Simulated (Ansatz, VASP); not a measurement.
SnO2: VASP beside Ansatz

Contents of POSCAR:

```
SnO2
1.0
    4.7351461700      0.0000000000      0.0000000000
    0.0000000000      5.7509122300      0.0000000000
    0.0000000000      0.0000000000      5.2471142500
Sn O
4 8
Direct
    0.5000000000      0.6654477500      0.7500000000
    0.0000000000      0.8345522500      0.2500000000
    0.5000000000      0.3345522500      0.2500000000
    0.0000000000      0.1654477500      0.7500000000
    0.7303050400      0.6071234700      0.0786035800
    0.2303050400      0.8928765300      0.9213964200
    0.7696949600      0.8928765300      0.5786035800
    0.2696949600      0.6071234700      0.4213964200
    0.7303050400      0.3928765300      0.5786035800
    0.2303050400      0.1071234700      0.4213964200
    0.7696949600      0.1071234700      0.0786035800
    0.2696949600      0.3928765300      0.9213964200
```

The input INCAR.step1:

```
ALGO     = Normal         # electronic algorithm
EDIFF    = 1E-4           # SCF threshold, eV
ENCUT    = 520            # plane-wave cutoff, eV
GGA      = PE             # functional
ISMEAR   = 0              # smearing method
LASPH    = True           # aspherical terms in the spheres
LCHARG   = False          # write CHGCAR
LREAL    = False          # projectors in reciprocal space
LWAVE    = True           # write WAVECAR
NBANDS   = 64             # bands
NELM     = 100            # most SCF steps
PREC     = Accurate       # precision mode
SIGMA    = 0.02           # smearing width, eV
```

The input INCAR.step2:

```
ALGO     = Normal         # electronic algorithm
EDIFF    = 1E-6           # SCF threshold, eV
ENCUT    = 520            # plane-wave cutoff, eV
ISIF     = 2              # what is computed and relaxed
ISMEAR   = 0              # smearing method
ISTART   = 1            
LASPH    = True           # aspherical terms in the spheres
LCHARG   = True           # write CHGCAR
LELF     = True           # ELF
LMIXTAU  = True         
LREAL    = False          # projectors in reciprocal space
LVHAR    = True         
LWAVE    = False          # write WAVECAR
METAGGA  = R2SCAN         # meta-GGA
NBANDS   = 64             # bands
NELM     = 100            # most SCF steps
PREC     = Accurate       # precision mode
SIGMA    = 0.02           # smearing width, eV
```

Contents of KPOINTS:

```
k-points
0
Gamma
  6 6 6
```

Input for Ansatz:

```yaml
crystal:
  lattice:
    - [4.73514617, 0.0, 0.0]
    - [0.0, 5.75091223, 0.0]
    - [0.0, 0.0, 5.24711425]
  atoms:
    - { symbol: Sn, position: [0.5, 0.66544775, 0.75] }
    - { symbol: Sn, position: [0.0, 0.83455225, 0.25] }
    - { symbol: Sn, position: [0.5, 0.33455225, 0.25] }
    - { symbol: Sn, position: [0.0, 0.16544775, 0.75] }
    - { symbol: O, position: [0.73030504, 0.60712347, 0.07860358] }
    - { symbol: O, position: [0.23030504, 0.89287653, 0.92139642] }
    - { symbol: O, position: [0.76969496, 0.89287653, 0.57860358] }
    - { symbol: O, position: [0.26969496, 0.60712347, 0.42139642] }
    - { symbol: O, position: [0.73030504, 0.39287653, 0.57860358] }
    - { symbol: O, position: [0.23030504, 0.10712347, 0.42139642] }
    - { symbol: O, position: [0.76969496, 0.10712347, 0.07860358] }
    - { symbol: O, position: [0.26969496, 0.39287653, 0.92139642] }
basis:
  ecutwfc: 500
kpoints:
  mp_grid: { grid: [6, 6, 6] }
hamiltonian:
  xc: r2scan
scf:
  occupations: { method: gaussian, width: 0.02 }
output:
  forces: true
  stress: true
  eigenvalues: true
  populations: true
```

Alike in both runs: task single point; functional r2SCAN; k mesh 6 × 6 × 6; occupations gaussian, width 0.02 eV; no spin polarisation.

|  | VASP | Ansatz |
| --- | --- | --- |
| version | VASP 6.6.1 | Ansatz 0.2.0 |
| potentials or method | VASP PAW PBE potentials, release 64 (Sn_d, O), cutoff 520 eV | scalar-relativistic, plane waves, PAW |
| valence electrons in the cell | 104 | 104 |

```tsv
	VASP	Ansatz	Ansatz less VASP
gap on the k mesh at the Fermi level (eV)	2.06	2.03	-0.027
least direct gap on the mesh (eV)	2.06	2.04	-0.029
pressure (GPa)	0.2	-0.9	-1.10
traceless stress, the component that is largest in VASP (GPa)	0.07	0.16	+0.090
rms of the force components (eV/Å)	0.007	0.019	+0.0112
```

VASP's potentials were made for PBE, not for r2SCAN. Atom by atom the forces differ by 0.012 eV/Å (rms over components). The functional is the same, so the differences come from potentials, cutoffs and numerics.
